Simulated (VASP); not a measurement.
Input of a VASP 6.6.1 run:

File INCAR:

```
ALGO = Normal
EDIFF = 1E-6
ENCUT = 520
GGA = PS
ISIF = 2
ISMEAR = 0
LASPH = True
LCHARG = True
LELF = True
LREAL = False
LVHAR = True
LWAVE = False
NBANDS = 22
NELM = 60
PREC = Accurate
SIGMA = 0.01
```

KPOINTS

```
k-points
0
Gamma
  6 6 2
```

POSCAR

```
NaI
1.0
    4.5046454743      0.0000000000      0.0000000000
   -2.2523227371      3.9011374158      0.0000000000
    0.0000000000      0.0000000000      7.6757023169
Na I
2 2
Direct
    0.0000000000      0.0000000000      0.0000000000
    0.0000000000      0.0000000000      0.5000000000
    0.3333333333      0.6666666667      0.2500000000
    0.6666666667      0.3333333333      0.7500000000
```

Potentials or basis: VASP PAW PBE potentials, release 64 (Na_pv, I).

The run is started by

```sh
$ cat potpaw_PBE.64/Na_pv/POTCAR potpaw_PBE.64/I/POTCAR > POTCAR
$ mpirun -np 1 vasp_std > vasp.out
```

Q: Estimate the band gap on the k mesh.

A: 3.43 eV.

Q: What does it give for the pressure?

A: -0.4 GPa.

Caveat: the PAW data sets were made with another functional, which shifts forces and pressure a little; spin-orbit coupling is left out, which moves the levels of the heavy elements.
